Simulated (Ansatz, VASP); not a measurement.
La3O in VASP and in Ansatz

```
La O
1.0
     6.06777    0.00000    0.00000
    -3.03389    5.25485    0.00000
     0.00000    0.00000    3.34658
La O
3 1
Direct
  0.50000 0.00000 0.00000
  0.00000 0.50000 0.00000
  0.50000 0.50000 0.00000
  0.00000 0.00000 0.50000
```

Alike in both runs: functional PBE; k mesh 12 × 12 × 14; occupations gaussian, width 0.1 eV; no spin polarisation.

Ansatz relaxed the structure, and its values are those at the end. VASP's run is a single point on that final structure, the one shown.

```csv
,VASP,Ansatz
version,VASP 6.6.1,Ansatz 0.2.0
potentials or method,"VASP PAW PBE potentials, release 64 (La, O), cutoff 520 eV","scalar-relativistic, plane waves, PAW"
valence electrons in the cell,39,39
```

|  | VASP | Ansatz | Ansatz less VASP |
| --- | --- | --- | --- |
| gap on the k mesh at the Fermi level (eV) | none | none | - |
| pressure (GPa) | 0.0 | 0.0 | +0.01 |

A gap of «none» marks a metal or a gap that the smearing closes. With one functional, cell and mesh, what is left measures potentials, basis and numerics.

Neither program's run includes spin-orbit coupling.
